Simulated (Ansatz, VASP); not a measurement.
# Two plane-wave programs on AgCl

```
CELL_PARAMETERS angstrom
0.00000 2.77317 2.77317
2.77317 0.00000 2.77317
2.77317 2.77317 0.00000
ATOMIC_POSITIONS crystal
Ag 0.00000 0.00000 0.00000
Cl 0.50000 0.50000 0.50000
```

Alike in both runs: task single point; functional PBE; k mesh 6 × 6 × 6; occupations fermi-dirac, width 0.5 eV; no spin polarisation.

```csv
,VASP,Ansatz
version,VASP 6.6.1,Ansatz 0.2.0
potentials or method,"VASP PAW PBE potentials, release 64 (Ag, Cl)",plane waves
plane-wave cutoff (eV),500,420
valence electrons in the cell,18,26
```

```csv
,VASP,Ansatz,Ansatz less VASP
pressure (GPa),1.8,1.9,+0.11
```

VASP's potentials hold 18 valence electrons a cell and Ansatz's 26, so a difference there can come from the potentials and not from the codes.
